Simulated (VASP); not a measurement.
The system is N.

```xyz
4
Lattice="5.6490 0.0000 0.0000 0.0000 5.6490 0.0000 0.0000 0.0000 5.6490" Properties=species:S:1:pos:R:3 pbc="T T T"
N     0.1695    0.1695    0.1695
N     2.6550    5.4795    2.9940
N     2.9940    2.6550    5.4795
N     5.4795    2.9940    2.6550
```

- Program: VASP 6.6.1
- Task: relaxation of cell and atoms
- Functional: LDA
- Potentials or basis: VASP PAW LDA potentials, release 64 (N)
- Cutoff: 600 eV
- k mesh: 4 × 4 × 4
- Occupations: gaussian, width 0.02 eV
- Spin: collinear spin, ferromagnetic start
- Starting moments: [3.2, 3.2, 3.2, 3.2] μB

At the start: pressure -0.3 GPa; volume 45.07 Å³/atom.

Q: Where does the relaxation end?

A: Over 17 steps the energy falls by 37.3 meV/atom and the volume is 27.82 Å³/atom (-38.3 %); space group P2_13 (No. 198, to 0.1 Å) before, Fm-3m (No. 225, to 0.1 Å); moment 12.00 μB per cell.

Step by step:
```tsv
step	energy change (eV)	largest force (eV/Å)	pressure (GPa)	volume (Å³)
1	0.0000	0.0050	-0.31	180.27
2	-0.0045	0.0045	-0.32	177.98
3	-0.0185	0.0030	-0.34	171.24
4	-0.0478	0.0017	-0.38	158.26
5	-0.1016	0.0201	-0.30	134.31
6	-0.0336	0.1339	1.48	93.92
7	-0.1165	0.0341	-0.16	124.40
8	-0.1200	0.0499	0.03	116.49
9	-0.1201	0.0466	-0.01	117.95
10	-0.1231	0.0465	0.00	116.85
11	-0.1312	0.0442	0.04	113.61
12	-0.1412	0.0313	0.20	107.32
13	-0.1449	0.0232	0.12	108.80
14	-0.1488	0.0063	-0.04	112.61
15	-0.1488	0.0058	-0.05	112.76
16	-0.1491	0.0039	-0.03	112.29
17	-0.1493	0.0007	0.00	111.28
```

Final structure:
```
N
1.0
     4.80989    0.00000    0.00000
     0.00000    4.80989    0.00000
     0.00000    0.00000    4.80989
N
4
Direct
  0.99963 0.99963 0.99963
  0.50037 0.00037 0.49963
  0.49963 0.50037 0.00037
  0.00037 0.49963 0.50037
```

Caveat: the volume moved by over 15 % at a fixed basis, so the end points are rough.
